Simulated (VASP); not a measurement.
Al2Cu: single point with r2SCAN

Al2Cu:

```
Al Cu
1.0
    -2.02736    2.02736    2.65196
     2.02736   -2.02736    2.65196
     2.02736    2.02736   -2.65196
Al Cu
2 1
Direct
  0.75000 0.25000 0.50000
  0.25000 0.75000 0.50000
  0.50000 0.50000 0.00000
```

This cell differs from its parent crystal: strain -0.0750 x Voigt [0, 0, 1, 0, 0, 0].

```json
{
  "Program": "VASP 6.6.1",
  "Task": "single point",
  "Functional": "r2SCAN",
  "Potentials or basis": "VASP PAW PBE potentials, release 64 (Al, Cu)",
  "Cutoff": "520 eV",
  "k mesh": "16 × 16 × 16",
  "Occupations": "gaussian, width 0.15 eV",
  "Spin": "no spin polarisation"
}
```

```json
{
  "Pressure": "10.1 GPa",
  "Band gap on the k mesh": "zero (an odd number of electrons rules out a gap without spin polarisation)"
}
```

Stress tensor (GPa, compression positive):
```
 6.12  0.00  0.00
 0.00  6.12  0.00
 0.00  0.00 18.01
```

Levels at points of the mesh, in eV from the Fermi level:
| k point | band 7 | band 8 | band 9 | band 10 | band 11 | band 12 |
| --- | --- | --- | --- | --- | --- | --- |
| (0.00, 0.00, 0.00) | 2.80 | 2.86 | 2.86 | 3.47 | 3.74 | 3.74 |
| (0.50, 0.00, 0.00) | -4.29 | 0.24 | 0.94 | 3.04 | 3.18 | 5.26 |
| (0.50, 0.50, 0.00) | -4.15 | -2.36 | -1.74 | 1.28 | 1.92 | 9.52 |
| (0.50, 0.50, 0.50) | -3.94 | -2.66 | -2.66 | 0.21 | 1.41 | 9.80 |

It took 32 min on 1 thread of Intel Xeon 8259CL, with other jobs on the host, peak memory 0.36 GiB.

Caveat: the cell differs from its parent crystal (strain -0.0750 x Voigt [0, 0, 1, 0, 0, 0]); the stress differs along the axes, from 6 to 18 GPa; the PAW data sets were made with another functional, which shifts forces and pressure a little.
